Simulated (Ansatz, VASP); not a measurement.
**GdSeO in VASP and in Ansatz**

```xyz
6
Lattice="4.1250 0.0000 0.0000 0.0000 4.1250 0.0000 0.0000 0.0000 6.9529" Properties=species:S:1:pos:R:3 pbc="T T T"
Gd    1.0312    1.0312    1.0516
Gd    3.0937    3.0937    5.9014
Se    1.0312    1.0312    3.8796
Se    3.0937    3.0937    3.0733
O     3.0937    1.0312    0.0000
O     1.0312    3.0937    0.0000
```

Alike in both runs: functional PBE; k mesh 5 × 5 × 3; collinear spin; Hubbard terms Gd f U = 7.02 eV, J = 0.41 eV.

Ansatz relaxed the structure, and its values are those at the end. VASP's run is a single point on that final structure, the one shown.

|  | VASP | Ansatz |
| --- | --- | --- |
| version | VASP 6.6.1 | Ansatz 0.2.0 |
| potentials or method | VASP PAW PBE potentials, release 64 (Gd, Se, O), cutoff 520 eV | PAW plane waves |
| occupations | fermi-dirac, width 0.1 eV | fermi-dirac |
| valence electrons in the cell | 60 | 80 |

```csv
,VASP,Ansatz,Ansatz less VASP
gap on the k mesh at the Fermi level (eV),none,none,-
pressure (GPa),0.1,0.0,-0.13
rms of the force components (eV/Å),0.006,0.001,-0.0055
net moment per atom (μB),2.34,2.34,0.000
size of the moment on the site where the two differ most (μB),6.85,6.87,+0.018
```

Site moments also hang on the region over which each program counts them. The programs project onto different local orbitals, so the same U acts differently, and such runs can settle in different states. A gap of «none» marks a metal or a gap that the smearing closes. VASP's potentials hold 60 valence electrons a cell and Ansatz's 80, so a difference there can come from the potentials and not from the codes. Ansatz's warnings: end state compared, filled band counts differ across k points.

Spin-orbit coupling is off throughout.
